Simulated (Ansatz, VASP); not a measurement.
HfN in VASP and in Ansatz

```
CELL_PARAMETERS angstrom
0.00000 2.21289 2.21289
2.21289 0.00000 2.21289
2.21289 2.21289 0.00000
ATOMIC_POSITIONS crystal
Hf 0.00000 0.00000 0.00000
N 0.50000 0.50000 0.50000
```

Change from the starting cell: volume scaled by 0.94.

Alike in both runs: task single point; functional PBE; k mesh 10 × 10 × 10; occupations fermi-dirac, width 0.03 eV; no spin polarisation.

|  | VASP | Ansatz |
| --- | --- | --- |
| version | VASP 6.6.1 | Ansatz 0.2.0 |
| potentials or method | VASP PAW PBE potentials, release 64 (Hf_pv, N), cutoff 600 eV | all-electron LAPW, scalar-relativistic |

|  | VASP | Ansatz | Ansatz less VASP |
| --- | --- | --- | --- |
| pressure (GPa) | 23.0 | 25.7 | +2.69 |

Ansatz ran all-electron here, and VASP with PAW potentials.

Spin-orbit coupling is off throughout.
